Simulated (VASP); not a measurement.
# CdF2 (Fm-3m) in VASP: a series of runs

The runs below take CdF2 through single point, with LDA.

Program: VASP 6.6.1. These are calculated values, not measurements. Logs are shortened: lines on timing, memory, paths and dates and some standing lists are left out, and cuts for length are marked.

### 1 The cell of the first run

The structure is cubic, space group Fm-3m (No. 225). The conventional cell has a = 5.528 Å, b = 5.528 Å, c = 5.528 Å, α = 90.00°, β = 90.00°, γ = 90.00°. Within 3.2 Å of Cd (site symmetry m-3m) lie 8 F at 2.39 Å. F (site symmetry -43m) has 4 Cd at 2.39 Å and 6 F at 2.76 Å within 3.2 Å.

### 2 Single point, LDA

Contents of INCAR:

```
SYSTEM = CdF2
PREC = Accurate
ENCUT = 520
EDIFF = 1E-6
ISMEAR = 1
SIGMA = 0.01
LREAL = .FALSE.
LASPH = .TRUE.
NELM = 60
ALGO = Normal
ISIF = 2
LWAVE = .FALSE.
LCHARG = .TRUE.
LELF = .TRUE.
LVHAR = .TRUE.
NBANDS = 20
```

Contents of KPOINTS:

```
Automatic mesh
0
G
  6 6 6
  0 0 0
```

Contents of POSCAR:

```
CdF2
1.0
    0.0000000000      2.7640051202      2.7640051202
    2.7640051202      0.0000000000      2.7640051202
    2.7640051202      2.7640051202      0.0000000000
Cd F
1 2
Direct
    0.0000000000      0.0000000000      0.0000000000
    0.2500000000      0.2500000000      0.2500000000
    0.7500000000      0.7500000000      0.7500000000
```

Potentials or basis: VASP PAW LDA potentials, release 64 (Cd, F).

Run with:

```
$ cat potpaw_LDA.64/Cd/POTCAR potpaw_LDA.64/F/POTCAR > POTCAR
$ mpirun -np 1 vasp_std > vasp.out
```

OUTCAR:

```text
SYSTEM = CdF2
   PREC = Accurate
   ENCUT = 520
   EDIFF = 1E-6
   ISMEAR = 1
   LREAL = .FALSE.
   LASPH = .TRUE.
   NELM = 60
   ISIF = 2

 ion  position               nearest neighbor table
   1  0.000  0.000  0.000-   3 2.39   3 2.39   3 2.39   2 2.39   3 2.39   2 2.39   2 2.39   2 2.39

   2  0.250  0.250  0.250-   1 2.39   1 2.39   1 2.39   1 2.39
   3  0.750  0.750  0.750-   1 2.39   1 2.39   1 2.39   1 2.39

  LATTYP: Found a face centered cubic cell.
 ALAT       =     5.5280102404

  Lattice vectors:

 A1 = (   0.0000000000,   2.7640051202,   2.7640051202)
 A2 = (   2.7640051202,   0.0000000000,   2.7640051202)
 A3 = (   2.7640051202,   2.7640051202,   0.0000000000)

Analysis of symmetry for initial positions (statically):
=====================================================================
 Subroutine PRICEL returns:
 Original cell was already a primitive cell.

 Routine SETGRP: Setting up the symmetry group for a
 face centered cubic supercell.

 Subroutine GETGRP returns: Found 48 space group operations
 (whereof 48 operations were pure point group operations)
 out of a pool of 48 trial point group operations.

The static configuration has the point symmetry O_h .

Analysis of symmetry for dynamics (positions and initial velocities):
=====================================================================
 Subroutine PRICEL returns:
 Original cell was already a primitive cell.

 Routine SETGRP: Setting up the symmetry group for a
 face centered cubic supercell.

 Subroutine GETGRP returns: Found 48 space group operations
 (whereof 48 operations were pure point group operations)
 out of a pool of 48 trial point group operations.

The dynamic configuration has the point symmetry O_h .

 Subroutine INISYM returns: Found 48 space group operations
 (whereof 48 operations are pure point group operations),
 and found     1 'primitive' translations

----------------------------------------------------------------------------------------

                                     Primitive cell

  volume of cell :      42.2325

  direct lattice vectors                    reciprocal lattice vectors
     0.000000000  2.764005120  2.764005120    -0.180896915  0.180896915  0.180896915
     2.764005120  0.000000000  2.764005120     0.180896915 -0.180896915  0.180896915
     2.764005120  2.764005120  0.000000000     0.180896915  0.180896915 -0.180896915

  length of vectors
     3.908893527  3.908893527  3.908893527     0.313322648  0.313322648  0.313322648

  position of ions in fractional coordinates (direct lattice)
     0.000000000  0.000000000  0.000000000
     0.250000000  0.250000000  0.250000000
     0.750000000  0.750000000  0.750000000

  ion indices of the primitive-cell ions
   primitive index   ion index
                 1           1
                 2           2
                 3           3

----------------------------------------------------------------------------------------

 KPOINTS: Automatic mesh

Automatic generation of k-mesh.
 Grid dimensions read from file:
 generate k-points for:    6    6    6

 Generating k-lattice:

  Cartesian coordinates                     Fractional coordinates (reciprocal lattice)
    -0.030149486  0.030149486  0.030149486     0.166666667  0.000000000  0.000000000
     0.030149486 -0.030149486  0.030149486     0.000000000  0.166666667  0.000000000
     0.030149486  0.030149486 -0.030149486     0.000000000  0.000000000  0.166666667

  Length of vectors
     0.052220441  0.052220441  0.052220441

  Shift w.r.t. Gamma in fractional coordinates (k-lattice)
     0.000000000  0.000000000  0.000000000

 Subroutine IBZKPT returns following result:
 ===========================================

 Found     16 irreducible k-points:

 Following reciprocal coordinates:
            Coordinates               Weight
  0.000000  0.000000  0.000000      1.000000
  0.166667  0.000000  0.000000      8.000000
  0.333333  0.000000  0.000000      8.000000
  0.500000  0.000000  0.000000      4.000000
  0.166667  0.166667  0.000000      6.000000
  0.333333  0.166667  0.000000     24.000000
[... 8 lines left out ...]
 -0.333333  0.333333  0.166667     24.000000
 -0.333333  0.500000  0.166667     12.000000
   k-points           NKPTS =     16   k-points in BZ     NKDIM =     16   number of bands    NBANDS=     20
   number of dos      NEDOS =    301   number of ions     NIONS =      3
   total plane-waves  NPLWV =  27000
   dimension x,y,z NGX =    30 NGY =   30 NGZ =   30
   dimension x,y,z NGXF=    60 NGYF=   60 NGZF=   60
   ions per type =               1   2
   NGX,Y,Z   is equivalent  to a cutoff of  12.76, 12.76, 12.76 a.u.
   NGXF,Y,Z  is equivalent  to a cutoff of  25.52, 25.52, 25.52 a.u.
 SYSTEM =  CdF2
   PREC   = accura    normal or accurate (medium, high low for compatibility)
   ISTART =      0    job   : 0-new  1-cont  2-samecut
   ICHARG =      2    charge: 1-file 2-atom 10-const
   ISPIN  =      1    spin polarized calculation?
   LNONCOLLINEAR =      F non collinear calculations
   LSORBIT =      F    spin-orbit coupling
   LASPH  =      T    aspherical Exc in radial PAW
   ENCUT  =  520.0 eV  38.22 Ry    6.18 a.u.   7.27  7.27  7.27*2*pi/ulx,y,z
   NELM   =     60;   NELMIN=  2; NELMDL= -5     # of ELM steps
   EDIFF  = 0.1E-05   stopping-criterion for ELM
   LREAL  =      F    real-space projection
[... 7 lines left out ...]
   TEBEG  =    0.0;   TEEND  =   0.0 temperature during run
   PSTRESS=    0.0 pullay stress
   NELECT =      26.0000    total number of electrons
   NUPDOWN=      -1.0000    fix difference up-down
   EMIN   =  10.00;   EMAX   =-10.00  energy-range for DOS
   EFERMI =   0.00;   METHOD = LEGACY
   ISMEAR =     1;   SIGMA  =   0.01  broadening in eV -4-tet -1-fermi 0-gaus
   EFERMI_NEDOS =   21; number of points for ismear=-14 and -15
   IALGO  =     38    algorithm
   IMIX   =      4    mixing-type and parameters
     AMIX     =   0.40;   BMIX     =  1.00
     AMIX_MAG =   1.60;   BMIX_MAG =  1.00
  volume/ion in A,a.u.               =      14.08        95.00
  Fermi-wavevector in a.u.,A,eV,Ry     =   1.392677  2.631778 26.389174  1.939550
  Thomas-Fermi vector in A             =   2.516397
   LORBIT       =      0    0 simple, 1 ext, 2 COOP (PROOUT), +10 PAW based schemes
   GGA     = CA    functional components
   LHFCALC =     F    Hartree Fock is set to
   AEXX    =    0.0000 exact exchange contribution
   IVDW    =     0    specifies the selected vdW correction
   LEPSILON=     F    determine dielectric tensor
   LRPA    =     F    only Hartree local field effects (RPA)
 non-spin polarized calculation
 Methfessel and Paxton  Order N= 1 SIGMA  =   0.01
  energy-cutoff  :      520.00
  volume of cell :       42.23
 maximum number of plane-waves:      1158
 NGX is ok and might be reduce to    30
   NGX = 15   NGY = 15   NGZ = 15

 number of electron      26.0000004 magnetization

 Free energy of the ion-electron system (eV)
  ---------------------------------------------------
  ext. energy  EPLUGINS =         0.00000000
  ---------------------------------------------------
  free energy    TOTEN  =       -12.56023880 eV

  energy without entropy =      -12.56023880  energy(sigma->0) =      -12.56023880

 E-fermi :  -2.1913     XC(G=0): -10.7167

 val. band max:       -2.2387627723   @ k =  -0.3333   0.5000   0.1667
 cond. band min:       0.3108663057   @ k =   0.0000   0.0000   0.0000
 fundamental gap:      2.5496290781
 Fermi energy:        -2.1912902532

 k-point     1 :       0.0000    0.0000    0.0000
  band No.  band energies     occupation
      1     -22.2608      2.00000
      2     -21.2872      2.00000
      3      -7.6536      2.00000
      4      -7.6536      2.00000
      5      -7.6536      2.00000
      6      -6.6875      2.00000
[... 12 lines left out ...]
     19      16.7578      0.00000
     20      16.7578      0.00000

 k-point     2 :       0.1667    0.0000    0.0000
  band No.  band energies     occupation
      1     -22.1842      2.00000
      2     -21.3547      2.00000
      3      -7.5697      2.00000
      4      -7.5697      2.00000
      5      -7.4106      2.00000
      6      -6.7065      2.00000
[... 12 lines left out ...]
     19      16.1035      0.00000
     20      16.1035      0.00000

 k-point     3 :       0.3333    0.0000    0.0000
  band No.  band energies     occupation
      1     -21.9911      2.00000
      2     -21.5255      2.00000
      3      -7.4244      2.00000
      4      -7.4244      2.00000
      5      -6.8404      2.00000
      6      -6.6865      2.00000
[... 12 lines left out ...]
     19      15.3215      0.00000
     20      15.9064      0.00000

 k-point     4 :       0.5000    0.0000    0.0000
  band No.  band energies     occupation
      1     -21.7822      2.00000
      2     -21.7218      2.00000
      3      -7.3753      2.00000
      4      -7.3753      2.00000
      5      -6.6287      2.00000
      6      -6.6287      2.00000
[... 12 lines left out ...]
     19      15.0416      0.00000
     20      15.4420      0.00000

 k-point     5 :       0.1667    0.1667    0.0000
  band No.  band energies     occupation
      1     -22.1623      2.00000
      2     -21.3719      2.00000
      3      -7.5199      2.00000
      4      -7.5199      2.00000
      5      -7.3602      2.00000
      6      -6.7979      2.00000
[... 12 lines left out ...]
     19      17.0385      0.00000
     20      17.0846      0.00000
[... 169 lines left out ...]
      6      -6.5899      2.00000
[... 12 lines left out ...]
     19      16.1767      0.00000
     20      18.4350      0.00000

 k-point    14 :       0.5000    0.3333    0.1667
  band No.  band energies     occupation
      1     -21.8881      2.00000
      2     -21.5998      2.00000
      3      -7.2481      2.00000
      4      -7.1529      2.00000
      5      -6.9367      2.00000
      6      -6.6861      2.00000
[... 12 lines left out ...]
     19      16.1786      0.00000
     20      18.0910      0.00000

 k-point    15 :      -0.3333    0.3333    0.1667
  band No.  band energies     occupation
      1     -21.7451      2.00000
      2     -21.7299      2.00000
      3      -7.1993      2.00000
      4      -7.0682      2.00000
      5      -6.7734      2.00000
      6      -6.7329      2.00000
[... 12 lines left out ...]
     19      15.7985      0.00000
     20      18.6279      0.00000

 k-point    16 :      -0.3333    0.5000    0.1667
  band No.  band energies     occupation
      1     -21.7922      2.00000
      2     -21.6721      2.00000
      3      -7.2422      2.00000
      4      -6.8774      2.00000
      5      -6.8225      2.00000
      6      -6.7397      2.00000
[... 12 lines left out ...]
     19      17.0225      0.00000
     20      17.4357      0.00000

------------------------ aborting loop because EDIFF is reached ----------------------------------------

  FORCE on cell =-STRESS in cart. coord.  units (eV):
  Direction    XX          YY          ZZ          XY          YZ          ZX
  --------------------------------------------------------------------------------------
  -------------------------------------------------------------------------------------
  Total       -2.9721937     -2.9721937     -2.9721937     -0.0000000     -0.0000000      0.0000000
  in kB     -112.7563904   -112.7563904   -112.7563904     -0.0000000     -0.0000000      0.0000000
  external PRESSURE =    -112.7563904 kB  Pullay stress =       0.0000000 kB

 VOLUME and BASIS-vectors are now :
 -----------------------------------------------------------------------------
  energy-cutoff  :      520.00
  volume of cell :       42.23
      direct lattice vectors                 reciprocal lattice vectors
     0.000000000  2.764005120  2.764005120    -0.180896915  0.180896915  0.180896915
     2.764005120  0.000000000  2.764005120     0.180896915 -0.180896915  0.180896915
     2.764005120  2.764005120  0.000000000     0.180896915  0.180896915 -0.180896915

 POSITION                                       TOTAL-FORCE (eV/Angst)
 -----------------------------------------------------------------------------------
      0.00000      0.00000      0.00000        -0.000000     -0.000000     -0.000000
      1.38200      1.38200      1.38200        -0.000000     -0.000000     -0.000000
      4.14601      4.14601      4.14601         0.000000      0.000000      0.000000
 -----------------------------------------------------------------------------------
    total drift:                                0.000000     -0.000000      0.000000

  FREE ENERGIE OF THE ION-ELECTRON SYSTEM (eV)
  ---------------------------------------------------
  free  energy   TOTEN  =       -12.5602387953 eV

  energy  without entropy=      -12.5602387953  energy(sigma->0) =      -12.56023880
```

Run time: 12 s. Hardware: 1 thread of AMD EPYC 7R13 (Zen 3), shared host; peak memory 0.12 GiB.

What came out:

```yaml
Free_energy: -12.5602 eV
Pressure: -11.3 GPa
Band_gap_on_the_k_mesh: 2.55 eV, indirect (least direct gap 3.10 eV)
```

Levels at points of the mesh, in eV from the valence-band top:
```csv
k point,band 10,band 11,band 12,band 13,band 14,band 15,band 16,band 17
"(0.00, 0.00, 0.00)",-0.81,-0.55,-0.55,-0.55,2.55,11.96,11.96,11.96
"(0.50, 0.00, 0.00)",-1.61,-1.61,-0.41,-0.41,6.40,8.56,13.50,13.50
"(0.50, 0.50, 0.00)",-2.64,-0.37,-0.06,-0.06,7.16,8.94,11.31,13.28
```

### 3 Single point, LDA

This run uses another cell than the first one, of 14.60 Å³/atom, 1.037 times its volume.

Contents of INCAR:

```
PREC = Accurate
ENCUT = 520
EDIFF = 1E-6
ISMEAR = 1
SIGMA = 0.01
LREAL = F
LASPH = T
NELM = 60
ALGO = Normal
ISIF = 2
LWAVE = F
LCHARG = T
LELF = T
LVHAR = T
NBANDS = 20
```

Contents of KPOINTS:

```
regular mesh
0
Gamma
  6 6 6
```

Contents of POSCAR:

```
CdF2
1.0
    0.0000000000      2.7977158221      2.7977158221
    2.7977158221      0.0000000000      2.7977158221
    2.7977158221      2.7977158221      0.0000000000
Cd F
1 2
Direct
    0.0000000000      0.0000000000      0.0000000000
    0.2500000000      0.2500000000      0.2500000000
    0.7500000000      0.7500000000      0.7500000000
```

Potentials or basis: VASP PAW LDA potentials, release 64 (Cd, F).

Run with:

```
$ cat potpaw_LDA.64/Cd/POTCAR potpaw_LDA.64/F/POTCAR > POTCAR
$ mpirun -np 1 vasp_std > vasp.out
```

Wall time 12 s (1 thread of AMD EPYC 7R13 (Zen 3), shared host); peak memory 0.12 GiB.

The run converged. Its results:

```
Free energy            : -12.4415 eV
Pressure               : -13.5 GPa
Band gap on the k mesh : 2.43 eV, indirect (least direct gap 3.01 eV)
```

Levels at points of the mesh, in eV from the valence-band top:
| k point | band 11 | band 12 | band 13 | band 14 | band 15 | band 16 |
| --- | --- | --- | --- | --- | --- | --- |
| (0.00, 0.00, 0.00) | -0.58 | -0.58 | -0.58 | 2.43 | 11.78 | 11.78 |
| (0.50, 0.00, 0.00) | -1.49 | -0.43 | -0.43 | 6.14 | 8.43 | 13.19 |
| (0.50, 0.50, 0.00) | -0.32 | -0.06 | -0.06 | 6.88 | 8.75 | 11.23 |
